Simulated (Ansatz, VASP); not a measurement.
# Ru: VASP beside Ansatz

Contents of INCAR:

```
SYSTEM = Ru
PREC = Accurate ; ENCUT = 560
EDIFF = 1E-6 ; ISMEAR = -1
SIGMA = 0.05 ; LREAL = .FALSE.
LASPH = .TRUE. ; NELM = 120
ALGO = Normal ; ISIF = 2
LWAVE = .FALSE. ; LCHARG = .TRUE.
GGA = CA ; LELF = .TRUE.
LVHAR = .TRUE. ; NBANDS = 23
GGA_COMPAT = .FALSE.
```

KPOINTS

```
regular mesh
0
G
  18 18 10
  0 0 0
```

The input POSCAR:

```
Ru
1.0
    2.2935126633      0.0000000000      0.0000000000
   -1.1467563316      1.9862402303      0.0000000000
    0.0000000000      0.0000000000      3.6767592513
Ru
2
Direct
    0.3333333333      0.6666666667      0.2500000000
    0.6666666667      0.3333333333      0.7500000000
```

Input for Ansatz:

```yaml
crystal:
  lattice:
    - [2.2935126633, 0.0, 0.0]
    - [-1.1467563316, 1.9862402303, 0.0]
    - [0.0, 0.0, 3.6767592513]
  atoms:
    - { symbol: Ru, position: [0.3333333333, 0.6666666667, 0.25] }
    - { symbol: Ru, position: [0.6666666667, 0.3333333333, 0.75] }
kpoints:
  mp_grid: { grid: [18, 18, 10] }
scf:
  occupations: { method: fermi_dirac, width: 0.05 }
hamiltonian:
  xc: lda
  pseudopotentials: { kind: paw }
output:
  forces: true
  stress: true
  eigenvalues: true
  populations: true
```

Change from the starting cell: volume scaled by 0.64, PAW files.

Alike in both runs: task single point; functional LDA; k mesh 18 × 18 × 10; occupations fermi-dirac, width 0.05 eV; no spin polarisation.

```csv
,VASP,Ansatz
version,VASP 6.6.1,Ansatz 0.2.0
potentials or method,"VASP PAW LDA potentials, release 64 (Ru_sv)","PAW with Ansatz's default frozen-core files, scalar-relativistic"
plane-wave cutoff (eV),560,420
valence electrons in the cell,32,32
```

|  | VASP | Ansatz | Ansatz less VASP |
| --- | --- | --- | --- |
| pressure (GPa) | 451.6 | 449.5 | -2.08 |
| traceless stress, the component that is largest in VASP (GPa) | 0.04 | 0.05 | +0.006 |

LDA's correlation is that of Perdew and Zunger in VASP and of Perdew and Wang (1992) in Ansatz. Both programs put the cell under a high pressure, so it lies far from rest at this level.

Noted on VASP's run: the cell as given lies far from equilibrium.
